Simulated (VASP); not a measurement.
Wanted: the native input for a VASP 6.6.1 run.

```
Task                   : single point
Functional             : PBE
Potentials or basis    : VASP PAW PBE potentials, release 64 (Cd, Se)
Cutoff                 : 520 eV
k mesh                 : 6 × 6 × 6
Occupations            : gaussian, width 0.01 eV
Spin                   : no spin polarisation
Dipole correction      : no
Further INCAR settings : ALGO = Normal; EDIFF = 1e-06; NBANDS = 16
```

The structure of CdSe lies in POSCAR:

```
CdSe
1.0
    0.0000000000      3.0496645335      3.0496645335
    3.0496645335      0.0000000000      3.0496645335
    3.0496645335      3.0496645335      0.0000000000
Cd Se
1 1
Direct
    0.0000000000      0.0000000000      0.0000000000
    0.7500000000      0.7500000000      0.7500000000
```

One way to write it, as run:

INCAR

```
SYSTEM = CdSe
  ALGO = Normal
  EDIFF = 1E-6
  ENCUT = 520
  GGA = PE
  ISIF = 2
  ISMEAR = 0
  LASPH = .True.
  LCHARG = .False.
  LREAL = .False.
  LWAVE = .False.
  NBANDS = 16
  NELM = 60
  PREC = Accurate
  SIGMA = 0.01
```

KPOINTS

```
k-points
0
Gamma
  6 6 6
  0 0 0
```

Potentials or basis: VASP PAW PBE potentials, release 64 (Cd, Se).

Launch:

```console
$ cat potpaw_PBE.64/Cd/POTCAR potpaw_PBE.64/Se/POTCAR > POTCAR
$ mpirun -np 1 vasp_std > vasp.out
```

It gave:

```yaml
Pressure: 2.7 GPa
Band_gap_on_the_k_mesh: 0.59 eV, direct
```

It took 15 s on 1 thread of AMD EPYC 7R43 64-Core Processor (Zen 3), on a shared host, peak memory 0.15 GiB.
